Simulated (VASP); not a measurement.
Mg2GeN3: relaxation of cell and atoms with PBE

Mg2GeN3:

```xyz
6
Lattice="3.0012 0.0000 0.0000 -1.5006 2.5991 0.0000 0.0000 0.0000 7.7357" Properties=species:S:1:pos:R:3 pbc="T T T"
Mg    0.0000    1.7327    5.1627
Mg    1.5006    0.8664    2.5729
Ge    0.0000    0.0000    0.0000
N     0.0000    1.7327    1.1095
N     1.5006    0.8664    6.6262
N     0.0000    0.0000    3.8678
```

```yaml
Program: VASP 6.6.1
Task: relaxation of cell and atoms
Functional: PBE
Potentials_or_basis: VASP PAW PBE potentials, release 64 (Mg, Ge_d, N)
Cutoff: 600 eV
k_mesh: 12 × 12 × 4
Occupations: gaussian, width 0.1 eV
Spin: no spin polarisation
Dipole_correction: no
Further_INCAR_settings: ALGO = Normal; EDIFF = 1e-07; IBRION = 2; EDIFFG = -0.01; NSW = 100; ISIF = 3
```

```json
{"Relaxed volume": "10.03 Å³/atom", "Relaxed cell": "a = 3.001 Å, b = 3.001 Å, c = 7.718 Å, α = 90.00°, β = 90.00°, γ = 120.00°", "Space group after relaxing (to 0.05 Å)": "P-3m1 (No. 164)", "Energy gained by relaxing": "0.1 meV/atom", "Ionic steps": "4", "Pressure after relaxing": "0.0 GPa", "Largest force after relaxing": "0.007 eV/Å"}
```

Forces on the atoms (eV/Å):
```
Mg   0.000  0.000 -0.002
Mg   0.000  0.000  0.002
Ge   0.000  0.000  0.000
N    0.000  0.000 -0.007
N    0.000  0.000  0.007
N    0.000  0.000  0.000
```

Stress tensor (GPa, compression positive):
```
-0.01  0.00  0.00
 0.00 -0.01  0.00
 0.00  0.00 -0.09
```

Step by step:
```tsv
step	energy change (eV)	largest force (eV/Å)	pressure (GPa)	volume (Å³)
1	0.0000	0.0945	-0.28	60.34
2	-0.0008	0.0230	0.02	60.19
3	-0.0008	0.0033	0.10	60.15
4	-0.0008	0.0066	-0.04	60.19
```

Final structure:
```cif
data_structure
_symmetry_space_group_name_H-M 'P 1'
_symmetry_Int_Tables_number 1
_cell_length_a 3.0010
_cell_length_b 3.0010
_cell_length_c 7.7177
_cell_angle_alpha 90.000
_cell_angle_beta 90.000
_cell_angle_gamma 120.000
_cell_volume 60.19
loop_
_atom_site_label
_atom_site_type_symbol
_atom_site_fract_x
_atom_site_fract_y
_atom_site_fract_z
_atom_site_occupancy
Mg1 Mg 0.33333 0.66667 0.66755 1
Mg2 Mg 0.66667 0.33333 0.33245 1
Ge1 Ge 0.00000 0.00000 0.00000 1
N1 N 0.33333 0.66667 0.14423 1
N2 N 0.66667 0.33333 0.85577 1
N3 N 0.00000 0.00000 0.50000 1
```

Levels at points of the mesh, in eV from the Fermi level:
```csv
k point,band 13,band 14,band 15,band 16,band 17,band 18,band 19,band 20
"(0.00, 0.00, 0.00)",-0.23,-0.23,0.14,0.76,0.76,3.24,5.26,7.24
"(0.50, 0.00, 0.00)",-2.16,-1.35,-1.26,-0.41,-0.18,2.84,6.58,7.08
"(0.00, 0.00, 0.50)",-0.33,-0.25,-0.25,0.76,0.76,4.00,5.20,6.95
"(0.50, 0.00, 0.50)",-2.74,-2.07,-0.53,-0.33,-0.06,3.11,5.87,7.91
```

Wall time 9.5 min on 1 thread of Oxide Virtual Turin-like Processor, with other jobs on the host, peak memory 0.24 GiB.
